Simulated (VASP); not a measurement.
# GaN (F-43m) in VASP: settings compared

The runs below take GaN through single point, with PBE, LDA, PBEsol+D3(BJ).

Everything below comes from runs of VASP 6.6.1. Logs are shortened: lines on timing, memory, paths and dates and some standing lists are left out, and cuts for length are marked.

## 1. The cell of the first run

It takes space group F-43m (No. 216, cubic). Conventional cell: a = 4.507 Å, b = 4.507 Å, c = 4.507 Å, α = 90.00°, β = 90.00°, γ = 90.00°. Ga (site symmetry -43m) has 4 N at 1.95 Å within 2.6 Å. Within 2.6 Å of N (site symmetry -43m) lie 4 Ga at 1.95 Å.

## 2. Single point, PBE

Input file INCAR:

```
SYSTEM = GaN
PREC     = Accurate       ! precision mode
ENCUT    = 520            ! plane-wave cutoff, eV
EDIFF    = 1E-6           ! SCF threshold, eV
ISMEAR   = 0              ! smearing method
SIGMA    = 0.023          ! smearing width, eV
LREAL    = .FALSE.        ! projectors in reciprocal space
LASPH    = .TRUE.         ! aspherical terms in the spheres
NELM     = 100            ! most SCF steps
ALGO     = Normal         ! electronic algorithm
ISIF     = 2              ! what is computed and relaxed
LWAVE    = .FALSE.        ! write WAVECAR
LCHARG   = .TRUE.         ! write CHGCAR
GGA      = PE             ! functional
LELF     = .TRUE.         ! ELF
LVHAR    = .TRUE.       
NBANDS   = 16             ! bands
```

Input file KPOINTS:

```
Automatic mesh
0
G
  10 10 10
  0 0 0
```

Input file POSCAR:

```
GaN
1.0
    0.0000000000      2.2535006075      2.2535006075
    2.2535006075      0.0000000000      2.2535006075
    2.2535006075      2.2535006075      0.0000000000
Ga N
1 1
Direct
    0.0000000000      0.0000000000      0.0000000000
    0.2500000000      0.2500000000      0.2500000000
```

Potentials or basis: VASP PAW PBE potentials, release 64 (Ga_d, N).

Command:

```console
> cat potpaw_PBE.64/Ga_d/POTCAR potpaw_PBE.64/N/POTCAR > POTCAR
> mpirun -np 1 vasp_std > vasp.out
```

OUTCAR:

```text
SYSTEM = GaN
   PREC = Accurate
   ENCUT = 520
   EDIFF = 1E-6
   ISMEAR = 0
   LREAL = .FALSE.
   LASPH = .TRUE.
   NELM = 100
   ISIF = 2
   GGA = PE

 ion  position               nearest neighbor table
   1  0.000  0.000  0.000-   2 1.95   2 1.95   2 1.95   2 1.95
   2  0.250  0.250  0.250-   1 1.95   1 1.95   1 1.95   1 1.95

  LATTYP: Found a face centered cubic cell.
 ALAT       =     4.5070012150

  Lattice vectors:

 A1 = (   0.0000000000,   2.2535006075,   2.2535006075)
 A2 = (   2.2535006075,   0.0000000000,   2.2535006075)
 A3 = (   2.2535006075,   2.2535006075,   0.0000000000)

Analysis of symmetry for initial positions (statically):
=====================================================================
 Subroutine PRICEL returns:
 Original cell was already a primitive cell.

 Routine SETGRP: Setting up the symmetry group for a
 face centered cubic supercell.

 Subroutine GETGRP returns: Found 24 space group operations
 (whereof 24 operations were pure point group operations)
 out of a pool of 48 trial point group operations.

The static configuration has the point symmetry T_d .

Analysis of symmetry for dynamics (positions and initial velocities):
=====================================================================
 Subroutine PRICEL returns:
 Original cell was already a primitive cell.

 Routine SETGRP: Setting up the symmetry group for a
 face centered cubic supercell.

 Subroutine GETGRP returns: Found 24 space group operations
 (whereof 24 operations were pure point group operations)
 out of a pool of 48 trial point group operations.

The dynamic configuration has the point symmetry T_d .

 Subroutine INISYM returns: Found 24 space group operations
 (whereof 24 operations are pure point group operations),
 and found     1 'primitive' translations

----------------------------------------------------------------------------------------

                                     Primitive cell

  volume of cell :      22.8877

  direct lattice vectors                    reciprocal lattice vectors
     0.000000000  2.253500607  2.253500607    -0.221877020  0.221877020  0.221877020
     2.253500607  0.000000000  2.253500607     0.221877020 -0.221877020  0.221877020
     2.253500607  2.253500607  0.000000000     0.221877020  0.221877020 -0.221877020

  length of vectors
     3.186931122  3.186931122  3.186931122     0.384302272  0.384302272  0.384302272

  position of ions in fractional coordinates (direct lattice)
     0.000000000  0.000000000  0.000000000
     0.250000000  0.250000000  0.250000000

  ion indices of the primitive-cell ions
   primitive index   ion index
                 1           1
                 2           2

----------------------------------------------------------------------------------------

 KPOINTS: Automatic mesh

Automatic generation of k-mesh.
 Grid dimensions read from file:
 generate k-points for:   10   10   10

 Generating k-lattice:

  Cartesian coordinates                     Fractional coordinates (reciprocal lattice)
    -0.022187702  0.022187702  0.022187702     0.100000000  0.000000000  0.000000000
     0.022187702 -0.022187702  0.022187702     0.000000000  0.100000000  0.000000000
     0.022187702  0.022187702 -0.022187702     0.000000000  0.000000000  0.100000000

  Length of vectors
     0.038430227  0.038430227  0.038430227

  Shift w.r.t. Gamma in fractional coordinates (k-lattice)
     0.000000000  0.000000000  0.000000000

 Subroutine IBZKPT returns following result:
 ===========================================

 Found     47 irreducible k-points:

 Following reciprocal coordinates:
            Coordinates               Weight
  0.000000  0.000000  0.000000      1.000000
  0.100000  0.000000  0.000000      8.000000
  0.200000  0.000000  0.000000      8.000000
  0.300000  0.000000  0.000000      8.000000
  0.400000  0.000000  0.000000      8.000000
  0.500000  0.000000  0.000000      4.000000
[... 16 lines left out ...]
  0.300000  0.300000  0.000000      6.000000
  0.400000  0.300000  0.000000     24.000000
 [... further k-points ...]
   k-points           NKPTS =     47   k-points in BZ     NKDIM =     47   number of bands    NBANDS=     16
   number of dos      NEDOS =    301   number of ions     NIONS =      2
   total plane-waves  NPLWV =  13824
   dimension x,y,z NGX =    24 NGY =   24 NGZ =   24
   dimension x,y,z NGXF=    48 NGYF=   48 NGZF=   48
   ions per type =               1   1
   NGX,Y,Z   is equivalent  to a cutoff of  12.52, 12.52, 12.52 a.u.
   NGXF,Y,Z  is equivalent  to a cutoff of  25.04, 25.04, 25.04 a.u.
 SYSTEM =  GaN
   PREC   = accura    normal or accurate (medium, high low for compatibility)
   ISTART =      0    job   : 0-new  1-cont  2-samecut
   ICHARG =      2    charge: 1-file 2-atom 10-const
   ISPIN  =      1    spin polarized calculation?
   LNONCOLLINEAR =      F non collinear calculations
   LSORBIT =      F    spin-orbit coupling
   LASPH  =      T    aspherical Exc in radial PAW
   ENCUT  =  520.0 eV  38.22 Ry    6.18 a.u.   5.93  5.93  5.93*2*pi/ulx,y,z
   NELM   =    100;   NELMIN=  2; NELMDL= -5     # of ELM steps
   EDIFF  = 0.1E-05   stopping-criterion for ELM
   LREAL  =      F    real-space projection
   EDIFFG = 0.1E-04   stopping-criterion for IOM
   NSW    =      0    number of steps for IOM
   IBRION =     -1    ionic relax: 0-MD 1-quasi-New 2-CG
   NFREE  =      0    steps in history (QN), initial steepest desc. (CG)
   ISIF   =      2    stress and relaxation
   ISYM   =      2    0-nonsym 1-usesym 2-fastsym
   POTIM  = 0.5000    time-step for ionic-motion
   TEBEG  =    0.0;   TEEND  =   0.0 temperature during run
   PSTRESS=    0.0 pullay stress
   NELECT =      18.0000    total number of electrons
   NUPDOWN=      -1.0000    fix difference up-down
   EMIN   =  10.00;   EMAX   =-10.00  energy-range for DOS
   EFERMI =   0.00;   METHOD = LEGACY
   ISMEAR =     0;   SIGMA  =   0.02  broadening in eV -4-tet -1-fermi 0-gaus
   EFERMI_NEDOS =   21; number of points for ismear=-14 and -15
   IALGO  =     38    algorithm
   IMIX   =      4    mixing-type and parameters
     AMIX     =   0.40;   BMIX     =  1.00
     AMIX_MAG =   1.60;   BMIX_MAG =  1.00
  volume/ion in A,a.u.               =      11.44        77.23
  Fermi-wavevector in a.u.,A,eV,Ry     =   1.511117  2.855596 31.068543  2.283473
  Thomas-Fermi vector in A             =   2.621216
   LORBIT       =      0    0 simple, 1 ext, 2 COOP (PROOUT), +10 PAW based schemes
   GGA     = PE    functional components
   LHFCALC =     F    Hartree Fock is set to
   AEXX    =    0.0000 exact exchange contribution
   IVDW    =     0    specifies the selected vdW correction
   LEPSILON=     F    determine dielectric tensor
   LRPA    =     F    only Hartree local field effects (RPA)
 non-spin polarized calculation
 Gauss-broadening in eV      SIGMA  =   0.02
  energy-cutoff  :      520.00
  volume of cell :       22.89
 maximum number of plane-waves:       636
   NGX = 11   NGY = 11   NGZ = 11

 number of electron      18.0000004 magnetization

 Free energy of the ion-electron system (eV)
  ---------------------------------------------------
  ext. energy  EPLUGINS =         0.00000000
  ---------------------------------------------------
  free energy    TOTEN  =       -12.14320721 eV

  energy without entropy =      -12.14320721  energy(sigma->0) =      -12.14320721

 E-fermi :   5.4780     XC(G=0): -11.6669

 val. band max:        5.2811952845   @ k =   0.0000   0.0000   0.0000
 cond. band min:       7.0056103275   @ k =   0.0000   0.0000   0.0000
 fundamental gap:      1.7244150430
 Fermi energy:         5.4780176076

 k-point     1 :       0.0000    0.0000    0.0000
  band No.  band energies     occupation
      1     -10.6523      2.00000
      2      -8.1604      2.00000
      3      -8.1604      2.00000
      4      -8.1604      2.00000
      5      -7.8407      2.00000
      6      -7.8407      2.00000
[... 8 lines left out ...]
     15      24.1369      0.00000
     16      24.1369      0.00000

 k-point     2 :       0.1000    0.0000    0.0000
  band No.  band energies     occupation
      1     -10.5423      2.00000
      2      -8.1468      2.00000
      3      -8.1468      2.00000
      4      -8.1215      2.00000
      5      -7.8420      2.00000
      6      -7.8420      2.00000
[... 8 lines left out ...]
     15      22.8360      0.00000
     16      22.8485      0.00000

 k-point     3 :       0.2000    0.0000    0.0000
  band No.  band energies     occupation
      1     -10.2652      2.00000
      2      -8.1152      2.00000
      3      -8.1152      2.00000
      4      -7.9586      2.00000
      5      -7.8408      2.00000
      6      -7.8408      2.00000
[... 8 lines left out ...]
     15      22.0688      0.00000
     16      22.0688      0.00000

 k-point     4 :       0.3000    0.0000    0.0000
  band No.  band energies     occupation
      1      -9.9710      2.00000
      2      -8.0872      2.00000
      3      -8.0872      2.00000
      4      -7.8273      2.00000
      5      -7.8273      2.00000
      6      -7.5623      2.00000
[... 8 lines left out ...]
     15      22.5500      0.00000
     16      22.5500      0.00000
[... 324 lines left out ...]
 k-point    22 :      -0.2000    0.2000    0.0000
  band No.  band energies     occupation
      1      -9.8808      2.00000
      2      -8.0709      2.00000
      3      -8.0564      2.00000
      4      -7.8628      2.00000
      5      -7.8530      2.00000
      6      -7.3869      2.00000
[... 8 lines left out ...]
     15      22.6574      0.00000
     16      25.8430      0.00000

 k-point    23 :       0.3000    0.3000    0.0000
  band No.  band energies     occupation
      1      -9.7950      2.00000
      2      -8.0121      2.00000
      3      -7.9707      2.00000
      4      -7.9707      2.00000
      5      -7.7905      2.00000
      6      -7.3726      2.00000
[... 8 lines left out ...]
     15      27.3182      0.00000
     16      27.7431      0.00000

 k-point    24 :       0.4000    0.3000    0.0000
  band No.  band energies     occupation
      1      -9.6789      2.00000
      2      -8.0306      2.00000
      3      -7.9364      2.00000
      4      -7.9359      2.00000
      5      -7.7803      2.00000
      6      -6.9184      2.00000
[... 8 lines left out ...]
     15      27.5927      0.00000
     16      27.7094      0.00000

 [... further k-points ...]
[... 5 lines left out ...]
  --------------------------------------------------------------------------------------
  -------------------------------------------------------------------------------------
  Total        0.7277652      0.7277652      0.7277652      0.0000000      0.0000000      0.0000000
  in kB       50.9446792     50.9446792     50.9446792      0.0000000      0.0000000      0.0000000
  external PRESSURE =      50.9446792 kB  Pullay stress =       0.0000000 kB

 VOLUME and BASIS-vectors are now :
 -----------------------------------------------------------------------------
  energy-cutoff  :      520.00
  volume of cell :       22.89
      direct lattice vectors                 reciprocal lattice vectors
     0.000000000  2.253500607  2.253500607    -0.221877020  0.221877020  0.221877020
     2.253500607  0.000000000  2.253500607     0.221877020 -0.221877020  0.221877020
     2.253500607  2.253500607  0.000000000     0.221877020  0.221877020 -0.221877020

 POSITION                                       TOTAL-FORCE (eV/Angst)
 -----------------------------------------------------------------------------------
      0.00000      0.00000      0.00000         0.000000      0.000000      0.000000
      1.12675      1.12675      1.12675        -0.000000     -0.000000     -0.000000
 -----------------------------------------------------------------------------------
    total drift:                                0.000002      0.000002      0.000002

  FREE ENERGIE OF THE ION-ELECTRON SYSTEM (eV)
  ---------------------------------------------------
  free  energy   TOTEN  =       -12.1432072070 eV

  energy  without entropy=      -12.1432072070  energy(sigma->0) =      -12.14320721
```

It took 8.3 s on 1 thread of Intel Xeon Platinum 8488C (Sapphire Rapids), shared host; peak memory 0.14 GiB.

What came out:

| Quantity | Value |
| --- | --- |
| Free energy | -12.1432 eV |
| Pressure | 5.1 GPa |
| Band gap on the k mesh | 1.72 eV, direct |

Levels at points of the mesh, in eV from the valence-band top:
| k point | band 5 | band 6 | band 7 | band 8 | band 9 | band 10 | band 11 | band 12 | band 13 | band 14 |
| --- | --- | --- | --- | --- | --- | --- | --- | --- | --- | --- |
| (0.00, 0.00, 0.00) | -13.12 | -13.12 | 0.00 | 0.00 | 0.00 | 1.72 | 10.30 | 10.30 | 10.30 | 17.60 |
| (0.50, 0.00, 0.00) | -13.07 | -11.88 | -7.04 | -0.97 | -0.97 | 4.64 | 8.73 | 10.37 | 10.37 | 15.63 |
| (0.50, 0.50, 0.00) | -13.05 | -11.45 | -6.12 | -2.70 | -2.70 | 3.35 | 6.66 | 11.71 | 13.96 | 13.96 |

(Part 1 of 2 ends here.)
